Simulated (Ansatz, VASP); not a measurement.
**Zr: VASP beside Ansatz**

```xyz
3
Lattice="1.6977 0.9801 8.2047 -1.6977 0.9801 8.2047 0.0000 -1.9603 8.2047" Properties=species:S:1:pos:R:3 pbc="T T T"
Zr    0.0000    0.0000    0.0000
Zr    0.0000    0.0000    5.4697
Zr    0.0000    0.0000   19.1443
```

Alike in both runs: task single point; functional PBE; k mesh 6 × 6 × 6; occupations gaussian, width 0.1 eV; no spin polarisation.

```csv
,VASP,Ansatz
version,VASP 6.6.1,Ansatz 0.2.0
potentials or method,"VASP PAW PBE potentials, release 64 (Zr_sv), cutoff 520 eV","scalar-relativistic, plane waves, PAW"
valence electrons in the cell,36,36
```

Ansatz gave:

```
gap on the k mesh at the Fermi level (eV)                     : none
pressure (GPa)                                                : -10.9
traceless stress, the component that is largest in VASP (GPa) : 0.11
rms of the force components (eV/Å)                            : 0.040
```

Q: What did VASP give for the same quantities?

A: gap on the k mesh at the Fermi level (eV): none; pressure (GPa): -10.8; traceless stress, the component that is largest in VASP (GPa): 0.11; rms of the force components (eV/Å): 0.040.

Atom by atom the forces differ by 0.000 eV/Å (rms over components). A gap of «none» marks a metal or a gap that the smearing closes.
